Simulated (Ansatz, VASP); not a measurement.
# One calculation of BN, two programs

```
B N
1.0
     2.34962    0.00000    0.00000
    -1.17481    2.03483    0.00000
     0.00000    0.00000    4.56500
B N
2 2
Cartesian
  1.1748 0.6783 4.5637
  0.0000 1.3566 2.2812
  1.1748 0.6783 2.8544
  0.0000 1.3566 0.5719
```

Change from the starting cell: strain -0.080 along x and y, +0.080 along z, atoms carried along.

Alike in both runs: task single point; functional PBEsol; k mesh 12 × 12 × 6; occupations gaussian, width 0.05 eV; no spin polarisation.

|  | VASP | Ansatz |
| --- | --- | --- |
| version | VASP 6.6.1 | Ansatz 0.2.0 |
| potentials or method | VASP PAW PBE potentials, release 64 (B, N), cutoff 520 eV | scalar-relativistic, plane waves, PAW |
| valence electrons in the cell | 16 | 16 |

Ansatz gave:

| Property | Result |
| --- | --- |
| gap on the k mesh at the Fermi level (eV) | 3.47 |
| least direct gap on the mesh (eV) | 3.47 |
| pressure (GPa) | 45.9 |
| traceless stress, the component that is largest in VASP (GPa) | -114.83 |
| rms of the force components (eV/Å) | 0.081 |

Question: Which values does VASP return?

Answer: gap on the k mesh at the Fermi level (eV): 3.46; least direct gap on the mesh (eV): 3.46; pressure (GPa): 46.9; traceless stress, the component that is largest in VASP (GPa): -115.68; rms of the force components (eV/Å): 0.057.

VASP's potentials were made for PBE, not for PBEsol. Atom by atom the forces differ by 0.024 eV/Å (rms over components). Both programs put the cell under a high pressure, so it lies far from rest at this level.
